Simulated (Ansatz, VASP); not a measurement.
# Ge2W in VASP and in Ansatz

```
Ge W
1.0
    -1.65260    1.65260    4.09690
     1.65260   -1.65260    4.09690
     1.65260    1.65260   -4.09690
Ge W
2 1
Direct
  0.33719 0.33719 0.00000
  0.66281 0.66281 0.00000
  0.00000 0.00000 0.00000
```

Alike in both runs: functional PBEsol; k mesh 15 × 15 × 15; occupations fermi-dirac, width 0.05 eV; no spin polarisation.

Ansatz relaxed the structure, and its values are those at the end. VASP's run is a single point on that final structure, the one shown.

|  | VASP | Ansatz |
| --- | --- | --- |
| version | VASP 6.6.1 | Ansatz 0.2.0 |
| potentials or method | VASP PAW PBE potentials, release 64 (Ge_d, W_sv), cutoff 520 eV | all-electron LAPW, scalar-relativistic |

```csv
,VASP,Ansatz,Ansatz less VASP
pressure (GPa),0.2,0.0,-0.22
rms of the force components (eV/Å),0.003,0.000,-0.0030
```

VASP's potentials were made for PBE, not for PBEsol. Ansatz ran all-electron here, and VASP with PAW potentials.

Spin-orbit coupling is off throughout.
